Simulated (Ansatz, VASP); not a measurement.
## One calculation of KCl, two programs

Contents of INCAR:

```
SYSTEM = KCl
  PREC = Accurate
  ENCUT = 520
  EDIFF = 1E-6
  ISMEAR = 0
  SIGMA = 0.05
  LREAL = .FALSE.
  LASPH = .TRUE.
  NELM = 60
  ALGO = Normal
  ISIF = 2
  LWAVE = .FALSE.
  LCHARG = .FALSE.
  GGA = PE
  NBANDS = 24
```

File KPOINTS:

```
regular mesh
0
G
  6 6 6
  0 0 0
```

POSCAR

```
KCl
1.0
    0.0000000000     -3.1897839381     -3.1897839381
   -3.1897839381      0.0000000000     -3.1897839381
    3.1897839381      3.1897839381     -6.3795678762
K Cl
2 2
Direct
   -0.0362485599      0.0719954465     -0.0088116815
    0.5891186490      0.4103811905      0.4911883185
    0.7208444202      0.7597185266      0.7597185266
    0.2208444202      0.2597185266      0.2597185266
```

Input for Ansatz:

```yaml
crystal:
  lattice:
    - [0.0, -3.1897839381, -3.1897839381]
    - [-3.1897839381, 0.0, -3.1897839381]
    - [3.1897839381, 3.1897839381, -6.3795678762]
  atoms:
    - { symbol: K, position: [-0.0362485599, 0.0719954465, -0.0088116815] }
    - { symbol: K, position: [0.589118649, 0.4103811905, 0.4911883185] }
    - { symbol: Cl, position: [0.7208444202, 0.7597185266, 0.7597185266] }
    - { symbol: Cl, position: [0.2208444202, 0.2597185266, 0.2597185266] }
basis:
  ecutwfc: 420
kpoints:
  mp_grid: { grid: [6, 6, 6] }
hamiltonian:
  xc: pbe
  pseudopotentials: { kind: paw }
scf:
  occupations: { method: gaussian, width: 0.05 }
output:
  forces: true
  stress: true
  eigenvalues: true
```

Change from the starting cell: mode 4 frozen in at -0.331 Å and mode 9 at -0.124 Å (largest displacements).

Alike in both runs: task single point; functional PBE; k mesh 6 × 6 × 6; occupations gaussian, width 0.05 eV; no spin polarisation.

|  | VASP | Ansatz |
| --- | --- | --- |
| version | VASP 6.6.1 | Ansatz 0.2.0 |
| potentials or method | VASP PAW PBE potentials, release 64 (K_sv, Cl), cutoff 520 eV | scalar-relativistic, plane waves, PAW |
| valence electrons in the cell | 32 | 32 |

|  | VASP | Ansatz | Ansatz less VASP |
| --- | --- | --- | --- |
| gap on the k mesh at the Fermi level (eV) | 5.06 | 5.06 | +0.002 |
| least direct gap on the mesh (eV) | 5.06 | 5.06 | +0.002 |
| pressure (GPa) | 1.1 | 1.1 | -0.03 |
| traceless stress, the component that is largest in VASP (GPa) | -1.13 | -1.11 | +0.020 |
| rms of the force components (eV/Å) | 0.340 | 0.334 | -0.0059 |

Atom by atom the forces differ by 0.006 eV/Å (rms over components).
